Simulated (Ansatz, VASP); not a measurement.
## Sn3H2: VASP beside Ansatz

```
Sn H
1.0
     1.78004    1.02771    8.25139
    -1.78004    1.02771    8.25139
     0.00000   -2.05541    8.25139
Sn H
3 2
Direct
  0.00000 0.00000 0.00000
  0.20950 0.20950 0.20950
  0.79050 0.79050 0.79050
  0.40000 0.40000 0.40000
  0.60000 0.60000 0.60000
```

Alike in both runs: task single point; functional PBE; k mesh 6 × 6 × 6; occupations gaussian, width 0.1 eV; no spin polarisation.

|  | VASP | Ansatz |
| --- | --- | --- |
| version | VASP 6.6.1 | Ansatz 0.2.0 |
| potentials or method | VASP PAW PBE potentials, release 64 (Sn_d, H), cutoff 520 eV | scalar-relativistic, plane waves, PAW |
| valence electrons in the cell | 44 | 44 |

```csv
,VASP,Ansatz,Ansatz less VASP
gap on the k mesh at the Fermi level (eV),none,none,-
pressure (GPa),1.4,1.5,+0.07
"traceless stress, the component that is largest in VASP (GPa)",1.46,1.46,-0.005
rms of the force components (eV/Å),0.616,0.615,-0.0008
```

Atom by atom the forces differ by 0.001 eV/Å (rms over components). A gap of «none» marks a metal or a gap that the smearing closes.
